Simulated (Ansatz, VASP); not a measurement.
Ir in VASP and in Ansatz

INCAR

```
SYSTEM = Ir
ALGO = Normal
EDIFF = 1E-6
EDIFFG = -0.005
ENCUT = 600
GGA = CA
IBRION = 2
ISIF = 3
ISMEAR = -1
LASPH = .True.
LCHARG = .False.
LREAL = .False.
LWAVE = .False.
NELM = 80
NSW = 60
PREC = Accurate
SIGMA = 0.1
```

The input KPOINTS:

```
k-points
0
Gamma
  19 19 19
  0 0 0
```

Contents of POSCAR:

```
Ir
1.0
    0.0000000000      1.9197388244      1.9197388244
    1.9197388244      0.0000000000      1.9197388244
    1.9197388244      1.9197388244      0.0000000000
Ir
1
Direct
    0.0000000000      0.0000000000      0.0000000000
```

Input for Ansatz:

```yaml
crystal:
  lattice:
    - [0.0, 1.9197388244, 1.9197388244]
    - [1.9197388244, 0.0, 1.9197388244]
    - [1.9197388244, 1.9197388244, 0.0]
  atoms:
    - { symbol: Ir, position: [0.0, 0.0, 0.0] }
kpoints:
  mp_grid: { grid: [19, 19, 19] }
scf:
  occupations: { method: fermi_dirac, width: 0.1 }
hamiltonian:
  xc: lda
  pseudopotentials: { kind: paw }
output:
  forces: true
  stress: true
relax:
  f_tol: 0.005
  max_steps: 40
  cell: {}
```

Alike in both runs: task relaxation of cell and atoms; functional LDA; k mesh 19 × 19 × 19; occupations fermi-dirac, width 0.1 eV; no spin polarisation.

|  | VASP | Ansatz |
| --- | --- | --- |
| version | VASP 6.6.1 | Ansatz 0.2.0 |
| potentials or method | VASP PAW LDA potentials, release 64 (Ir) | PAW with Ansatz's default frozen-core files, scalar-relativistic |
| plane-wave cutoff (eV) | 600 | 420 |
| valence electrons in the cell | 9 | 17 |

Ansatz gave:

| Item | Value |
| --- | --- |
| relaxed volume (Å³/atom) | 13.85 |
| relaxed length of the cell vector where the two differ most in proportion (Å) | 2.696 |

Question: Which values does VASP return?

Answer: Relaxed volume (Å³/atom): 13.94; relaxed length of the cell vector where the two differ most in proportion (Å): 2.702.

LDA's correlation is that of Perdew and Zunger in VASP and of Perdew and Wang (1992) in Ansatz. VASP's potentials hold 9 valence electrons a cell and Ansatz's 17, so a difference there can come from the potentials and not from the codes.

Neither program's run includes spin-orbit coupling.
